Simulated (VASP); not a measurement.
# Si17C15 (a cell with a defect) in VASP: electric field gradients with PBE

Aim: the electric field gradients of Si17C15 (a cell with a defect) with PBE.

Everything below comes from runs of VASP 6.6.1. Logs are shortened: lines on timing, memory, paths and dates and some standing lists are left out, and cuts for length are marked.

## Step 1: The cell of the first run

The cell holds a defect, 32 atoms: a = 6.152 Å, b = 6.152 Å, c = 10.096 Å, α = 90.00°, β = 90.00°, γ = 120.00°.

## Step 2: Electric field gradients, PBE

INCAR reads:

```
SYSTEM = Si17C15
ALGO = Normal
EDIFF = 1E-8
ENCUT = 520
GGA = PE
ISIF = 2
ISMEAR = -1
LASPH = .TRUE.
LCHARG = .FALSE.
LEFG = .TRUE.
LREAL = Auto
LWAVE = .FALSE.
NBANDS = 86
NELM = 80
PREC = Accurate
SIGMA = 0.01
```

KPOINTS reads:

```
k-points
0
G
  4 4 2
  0 0 0
```

POSCAR reads:

```
Si17C15
1.0
    6.1520000000      0.0000000000      0.0000000000
   -3.0760000000      5.3277882840      0.0000000000
    0.0000000000      0.0000000000     10.0960000000
Si C
17 15
Direct
    0.1666666666      0.3333333334      0.0000000000
    0.1666666666      0.3333333334      0.5000000000
    0.1666666666      0.8333333334      0.0000000000
    0.1666666666      0.8333333334      0.5000000000
    0.6666666666      0.3333333334      0.0000000000
    0.6666666666      0.3333333334      0.5000000000
    0.6666666666      0.8333333334      0.0000000000
    0.6666666666      0.8333333334      0.5000000000
    0.3333333334      0.1666666666      0.2500000000
    0.3333333334      0.1666666666      0.7500000000
    0.3333333334      0.6666666666      0.2500000000
    0.3333333334      0.6666666666      0.7500000000
    0.8333333334      0.1666666666      0.2500000000
    0.8333333334      0.1666666666      0.7500000000
    0.8333333334      0.6666666666      0.2500000000
    0.8333333334      0.6666666666      0.7500000000
    0.1666666666      0.3333333334      0.1925000000
    0.1666666666      0.3333333334      0.6925000000
    0.1666666666      0.8333333334      0.1925000000
    0.1666666666      0.8333333334      0.6925000000
    0.6666666666      0.3333333334      0.1925000000
    0.6666666666      0.3333333334      0.6925000000
    0.6666666666      0.8333333334      0.1925000000
    0.6666666666      0.8333333334      0.6925000000
    0.3333333334      0.1666666666      0.4425000000
    0.3333333334      0.1666666666      0.9425000000
    0.3333333334      0.6666666666      0.4425000000
    0.3333333334      0.6666666666      0.9425000000
    0.8333333334      0.1666666666      0.4425000000
    0.8333333334      0.1666666666      0.9425000000
    0.8333333334      0.6666666666      0.4425000000
    0.8333333334      0.6666666666      0.9425000000
```

Potentials or basis: VASP PAW PBE potentials, release 64 (Si, C).

Launch:

```bash
$ cat potpaw_PBE.64/Si/POTCAR potpaw_PBE.64/C/POTCAR > POTCAR
$ mpirun -np 1 vasp_std > vasp.out
```

OUTCAR:

```text
SYSTEM = Si17C15
   EDIFF = 1E-8
   ENCUT = 520
   GGA = PE
   ISIF = 2
   ISMEAR = -1
   LASPH = .TRUE.
   LREAL = Auto
   NELM = 80
   PREC = Accurate

 ion  position               nearest neighbor table
   1  0.167  0.333  0.000-  28 1.87  30 1.87  26 1.87  17 1.94   3 3.08   7 3.08   3 3.08   7 3.08
                             5 3.08   5 3.08  12 3.09  11 3.09  14 3.09  13 3.09  10 3.09   9 3.09
   2  0.167  0.333  0.500-  27 1.87  29 1.87  25 1.87  18 1.94   4 3.08   8 3.08   4 3.08   8 3.08
                             6 3.08   6 3.08  12 3.09  11 3.09  14 3.09  13 3.09  10 3.09   9 3.09
   3  0.167  0.833  0.000-  26 1.87  32 1.87  28 1.87  19 1.94   1 3.08   5 3.08   1 3.08   5 3.08
                             7 3.08   7 3.08  10 3.09   9 3.09  16 3.09  15 3.09  12 3.09  11 3.09
   4  0.167  0.833  0.500-  25 1.87  31 1.87  27 1.87  20 1.94   2 3.08   6 3.08   2 3.08   6 3.08
                             8 3.08   8 3.08  10 3.09   9 3.09  16 3.09  15 3.09  12 3.09  11 3.09
   5  0.667  0.333  0.000-  32 1.87  26 1.87  30 1.87  21 1.94   3 3.08   7 3.08   7 3.08   3 3.08
                             1 3.08   1 3.08  16 3.09  15 3.09  10 3.09   9 3.09  14 3.09  13 3.09
   6  0.667  0.333  0.500-  31 1.87  25 1.87  29 1.87  22 1.94   4 3.08   8 3.08   8 3.08   4 3.08
                             2 3.08   2 3.08  16 3.09  15 3.09  10 3.09   9 3.09  14 3.09  13 3.09
   7  0.667  0.833  0.000-  30 1.87  28 1.87  32 1.87  23 1.94   1 3.08   5 3.08   5 3.08   1 3.08
                             3 3.08   3 3.08  14 3.09  13 3.09  12 3.09  11 3.09  16 3.09  15 3.09
   8  0.667  0.833  0.500-  29 1.87  27 1.87  31 1.87  24 1.94   2 3.08   6 3.08   6 3.08   2 3.08
                             4 3.08   4 3.08  14 3.09  13 3.09  12 3.09  11 3.09  16 3.09  15 3.09
   9  0.333  0.167  0.250-  19 1.87  21 1.87  17 1.87  25 1.94  11 3.08  15 3.08  11 3.08  15 3.08
                            13 3.08  13 3.08   3 3.09   4 3.09   5 3.09   6 3.09   1 3.09   2 3.09
  10  0.333  0.167  0.750-  20 1.87  22 1.87  18 1.87  26 1.94  12 3.08  16 3.08  12 3.08  16 3.08
                            14 3.08  14 3.08   3 3.09   4 3.09   5 3.09   6 3.09   1 3.09   2 3.09
  11  0.333  0.667  0.250-  17 1.87  23 1.87  19 1.87  27 1.94   9 3.08  13 3.08   9 3.08  13 3.08
                            15 3.08  15 3.08   1 3.09   2 3.09   7 3.09   8 3.09   3 3.09   4 3.09
  12  0.333  0.667  0.750-  18 1.87  24 1.87  20 1.87  28 1.94  10 3.08  14 3.08  10 3.08  14 3.08
                            16 3.08  16 3.08   1 3.09   2 3.09   7 3.09   8 3.09   3 3.09   4 3.09
  13  0.833  0.167  0.250-  23 1.87  17 1.87  21 1.87  29 1.94  11 3.08  15 3.08  15 3.08  11 3.08
                             9 3.08   9 3.08   7 3.09   8 3.09   1 3.09   2 3.09   5 3.09   6 3.09
  14  0.833  0.167  0.750-  24 1.87  18 1.87  22 1.87  30 1.94  12 3.08  16 3.08  16 3.08  12 3.08
                            10 3.08  10 3.08   7 3.09   8 3.09   1 3.09   2 3.09   5 3.09   6 3.09
  15  0.833  0.667  0.250-  21 1.87  19 1.87  23 1.87  31 1.94   9 3.08  13 3.08  13 3.08   9 3.08
                            11 3.08  11 3.08   5 3.09   6 3.09   3 3.09   4 3.09   7 3.09   8 3.09
  16  0.833  0.667  0.750-  22 1.87  20 1.87  24 1.87  32 1.94  10 3.08  14 3.08  14 3.08  10 3.08
                            12 3.08  12 3.08   5 3.09   6 3.09   3 3.09   4 3.09   7 3.09   8 3.09
  17  0.167  0.333  0.193-  11 1.87  13 1.87   9 1.87   1 1.94   2 3.10
  18  0.167  0.333  0.693-  12 1.87  14 1.87  10 1.87   2 1.94
  19  0.167  0.833  0.193-   9 1.87  15 1.87  11 1.87   3 1.94
  20  0.167  0.833  0.693-  10 1.87  16 1.87  12 1.87   4 1.94
  21  0.667  0.333  0.193-  15 1.87   9 1.87  13 1.87   5 1.94
  22  0.667  0.333  0.693-  16 1.87  10 1.87  14 1.87   6 1.94
  23  0.667  0.833  0.193-  13 1.87  11 1.87  15 1.87   7 1.94
  24  0.667  0.833  0.693-  14 1.87  12 1.87  16 1.87   8 1.94
  25  0.333  0.167  0.443-   4 1.87   6 1.87   2 1.87   9 1.94
  26  0.333  0.167  0.943-   3 1.87   5 1.87   1 1.87  10 1.94
  27  0.333  0.667  0.443-   2 1.87   8 1.87   4 1.87  11 1.94
  28  0.333  0.667  0.943-   1 1.87   7 1.87   3 1.87  12 1.94
  29  0.833  0.167  0.443-   8 1.87   2 1.87   6 1.87  13 1.94
  30  0.833  0.167  0.943-   7 1.87   1 1.87   5 1.87  14 1.94
  31  0.833  0.667  0.443-   6 1.87   4 1.87   8 1.87  15 1.94
  32  0.833  0.667  0.943-   5 1.87   3 1.87   7 1.87  16 1.94

  LATTYP: Found a hexagonal cell.
 ALAT       =     6.1520000000
 C/A-ratio  =     1.6410923277

  Lattice vectors:

 A1 = (   6.1520000000,   0.0000000000,   0.0000000000)
 A2 = (  -3.0760000000,   5.3277882840,   0.0000000000)
 A3 = (   0.0000000000,   0.0000000000,  10.0960000000)

Analysis of symmetry for initial positions (statically):
=====================================================================
 Subroutine PRICEL returns:
 Original cell was already a primitive cell.

 Routine SETGRP: Setting up the symmetry group for a
 hexagonal supercell.

 Subroutine GETGRP returns: Found  6 space group operations
 (whereof  2 operations were pure point group operations)
 out of a pool of 24 trial point group operations.

The static configuration has the point symmetry C_1h.
 The point group associated with its full space group is C_3v.

Analysis of symmetry for dynamics (positions and initial velocities):
[... 186 lines left out ...]
 non-spin polarized calculation
  energy-cutoff  :      520.00
  volume of cell :      330.91
 maximum number of plane-waves:      8977
 NGX is ok and might be reduce to    48
   NGX = 23   NGY = 23   NGZ = 37

 number of electron     128.0000003 magnetization

 Free energy of the ion-electron system (eV)
  ---------------------------------------------------
  ext. energy  EPLUGINS =         0.00000000
  ---------------------------------------------------
  free energy    TOTEN  =      -227.39448039 eV

  energy without entropy =     -227.39448039  energy(sigma->0) =     -227.39448039

 E-fermi :   9.0444     XC(G=0): -11.4063

 val. band max:        8.8350172767   @ k =   0.0000   0.0000   0.0000
 cond. band min:      10.6869635283   @ k =   0.0000   0.0000   0.0000
 fundamental gap:      1.8519462516
 Fermi energy:         9.0443874579

 k-point     1 :       0.0000    0.0000    0.0000
  band No.  band energies     occupation
      1      -7.0469      2.00000
      2      -5.8563      2.00000
      3      -5.8376      2.00000
      4      -3.7113      2.00000
      5      -3.7113      2.00000
      6      -3.6344      2.00000
[... 621 lines left out ...]
     75      13.7928      0.00000
     76      13.8841      0.00000
 [bands above 76 left out]

------------------------ aborting loop because EDIFF is reached ----------------------------------------

  FORCE on cell =-STRESS in cart. coord.  units (eV):
  Direction    XX          YY          ZZ          XY          YZ          ZX
  --------------------------------------------------------------------------------------
  -------------------------------------------------------------------------------------
  Total       43.1812183     43.1812183     29.1566758     -0.0000000      0.0000000      0.0000000
  in kB      209.0705427    209.0705426    141.1679030     -0.0000000      0.0000000      0.0000000
  external PRESSURE =     186.4363294 kB  Pullay stress =       0.0000000 kB

 VOLUME and BASIS-vectors are now :
 -----------------------------------------------------------------------------
  energy-cutoff  :      520.00
  volume of cell :      330.91
      direct lattice vectors                 reciprocal lattice vectors
     6.152000000  0.000000000  0.000000000     0.162548765  0.093847573  0.000000000
    -3.076000000  5.327788284  0.000000000     0.000000000  0.187695146  0.000000000
     0.000000000  0.000000000 10.096000000     0.000000000  0.000000000  0.099049128

 POSITION                                       TOTAL-FORCE (eV/Angst)
 -----------------------------------------------------------------------------------
     -0.00000      1.77593      0.00000        -0.000000      0.000000     -7.915332
     -0.00000      1.77593      5.04800        -0.000000      0.000000      0.966874
     -1.53800      4.43982      0.00000         0.015209      0.008781      0.710589
     -1.53800      4.43982      5.04800         0.014332      0.008275      0.760922
      3.07600      1.77593      0.00000        -0.000000     -0.017561      0.710589
      3.07600      1.77593      5.04800        -0.000000     -0.016549      0.760922
[... 24 lines left out ...]
      3.07600      3.55186      4.46748        -0.000000     -0.000000     -0.778671
      3.07600      3.55186      9.51548        -0.000000     -0.000000     -0.762869
 -----------------------------------------------------------------------------------
    total drift:                                0.000002     -0.000000     -0.243914

  FREE ENERGIE OF THE ION-ELECTRON SYSTEM (eV)
  ---------------------------------------------------
  free  energy   TOTEN  =      -227.3944803914 eV

  energy  without entropy=     -227.3944803914  energy(sigma->0) =     -227.39448039

 Electric field gradients (V/A^2)
---------------------------------------------------------------------
 ion       V_xx      V_yy      V_zz      V_xy      V_xz      V_yz
---------------------------------------------------------------------
   1      21.887    21.887   -43.774    -0.000     0.000    -0.000
   2      -8.574    -8.575    17.149    -0.000     0.000    -0.000
   3      -8.748    -8.866    17.613     0.102    -0.158    -0.091
   4      -8.738    -8.593    17.330    -0.126    -0.446    -0.258
   5      -8.924    -8.689    17.613    -0.000     0.000     0.182
   6      -8.520    -8.810    17.330    -0.000     0.000     0.515
[... 24 lines left out ...]
  31      -1.457    -1.457     2.914    -0.000     0.000    -0.000
  32      -1.467    -1.467     2.934    -0.000     0.000    -0.000
---------------------------------------------------------------------

 Electric field gradients after diagonalization (V/A^2)
 (convention: |V_zz| > |V_xx| > |V_yy|)
----------------------------------------------------------------------
 ion       V_xx      V_yy      V_zz     asymmetry (V_yy - V_xx)/ V_zz
----------------------------------------------------------------------
   1      21.887    21.887   -43.774       0.000
   2      -8.575    -8.574    17.149       0.000
   3      -8.924    -8.690    17.615       0.013
   4      -8.821    -8.520    17.340       0.017
   5      -8.924    -8.690    17.615       0.013
   6      -8.821    -8.520    17.340       0.017
[... 24 lines left out ...]
  31      -1.457    -1.457     2.914       0.000
  32      -1.467    -1.467     2.934       0.000
----------------------------------------------------------------------

           NMR quadrupolar parameters

 Cq : quadrupolar parameter    Cq=e*Q*V_zz/h
 eta: asymmetry parameters     (V_yy - V_xx)/ V_zz
 Q  : nuclear electric quadrupole moment in mb (millibarn)
----------------------------------------------------------------------
 ion       Cq(MHz)       eta       Q (mb)
----------------------------------------------------------------------
   1      -0.106       0.000       1.000
   2       0.041       0.000       1.000
   3       0.043       0.013       1.000
   4       0.042       0.017       1.000
   5       0.043       0.013       1.000
   6       0.042       0.017       1.000
[... 24 lines left out ...]
  31       0.007       0.000       1.000
  32       0.007       0.000       1.000
----------------------------------------------------------------------
```

Run time: 10 min. Hardware: 1 thread of Intel Xeon 8259CL, shared host; peak memory 0.49 GiB.

Results:

```yaml
Free_energy: -227.3945 eV
Pressure: 18.6 GPa
Largest_force: 11.283 eV/Å
Band_gap_on_the_k_mesh: 1.85 eV
Largest_electric_field_gradient_by_atom: Si -43.8, +17.1, +17.6, +17.3, -66.8, +17.0, +17.5, +18.2 (each value once); C +3.1, +2.6, +3.2, +3.8, +2.9 (each value once) V/Å²
```

Forces on the atoms (eV/Å):
```
Si   0.000  0.000 -7.915
Si   0.000  0.000  0.967
Si   0.015  0.009  0.711
Si   0.014  0.008  0.761
Si   0.000 -0.018  0.711
Si   0.000 -0.017  0.761
Si  -0.015  0.009  0.711
Si  -0.014  0.008  0.761
Si   9.062 -5.232  4.221
Si   0.022 -0.013  0.762
Si   0.000 10.464  4.221
Si   0.000  0.025  0.762
Si  -9.062 -5.232  4.221
Si  -0.022 -0.013  0.762
Si   0.000  0.000  0.765
Si   0.000  0.000  0.747
Si   0.000  0.000 -2.340
C    0.000  0.000 -0.761
C   -0.086 -0.049 -0.808
C   -0.018 -0.010 -0.773
C    0.000  0.099 -0.808
C    0.000  0.020 -0.773
C    0.086 -0.049 -0.808
C    0.018 -0.010 -0.773
C    0.114 -0.066 -0.465
C    0.194 -0.112 -1.049
C    0.000  0.131 -0.465
C    0.000  0.224 -1.049
C   -0.114 -0.066 -0.465
C   -0.194 -0.112 -1.049
C    0.000  0.000 -0.779
C    0.000  0.000 -0.763
```

Electric field gradients, principal values (V/Å²):
```tsv
atom	least	middle	greatest (by size)
1 Si	21.887	21.887	-43.774
2 Si	-8.574	-8.575	17.149
3 Si	-8.690	-8.924	17.615
4 Si	-8.520	-8.821	17.340
5 Si	-8.690	-8.924	17.615
6 Si	-8.520	-8.821	17.340
7 Si	-8.690	-8.925	17.615
8 Si	-8.520	-8.820	17.340
9 Si	20.911	45.901	-66.812
10 Si	-8.489	-8.500	16.989
11 Si	20.912	45.901	-66.813
12 Si	-8.489	-8.500	16.989
13 Si	20.912	45.901	-66.813
14 Si	-8.489	-8.500	16.989
15 Si	-8.626	-8.626	17.252
16 Si	-8.766	-8.766	17.532
17 Si	-9.109	-9.109	18.218
18 C	-1.535	-1.535	3.070
19 C	-0.265	-2.299	2.564
20 C	-1.536	-1.635	3.171
21 C	-0.265	-2.299	2.564
22 C	-1.536	-1.635	3.171
23 C	-0.265	-2.298	2.564
24 C	-1.536	-1.635	3.171
25 C	-1.774	-2.008	3.782
26 C	-1.547	-1.555	3.102
27 C	-1.774	-2.007	3.782
28 C	-1.547	-1.555	3.102
29 C	-1.774	-2.007	3.782
30 C	-1.547	-1.555	3.102
31 C	-1.457	-1.457	2.914
32 C	-1.467	-1.467	2.934
```

Caveat: without QUAD_EFG the Cq values of the log hold for a quadrupole moment of 1 mb, not for the nuclei.
